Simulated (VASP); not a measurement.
Crystal: Hf.

```xyz
1
Lattice="0.0000 2.2200 2.2200 2.2200 0.0000 2.2200 2.2200 2.2200 0.0000" Properties=species:S:1:pos:R:3 pbc="T T T"
Hf    0.0000    0.0000    0.0000
```

Base run:

| Quantity | Value |
| --- | --- |
| Program | VASP 6.6.1 |
| Functional | revPBE |
| Potentials or basis | VASP PAW PBE potentials, release 64 (Hf_pv) |
| Cutoff | 520 eV |
| k mesh | 10 × 10 × 10 |
| Occupations | fermi-dirac, width 0.05 eV |
| Spin | no spin polarisation |

Its results: band gap on the k mesh zero (band 5 reaches 6.40 eV, above the bottom of band 6 at 4.58 eV); pressure 4.7 GPa.

Question: The run is repeated on the same cell with these changes: functional from revPBE to r2SCAN. What comes out?

Answer: Band gap on the k mesh zero (band 5 reaches 6.38 eV, above the bottom of band 6 at 4.38 eV); pressure 2.1 GPa.

Caveats: the PAW data sets were made with another functional, which shifts forces and pressure a little; spin-orbit coupling is left out, which moves the levels of the heavy elements.
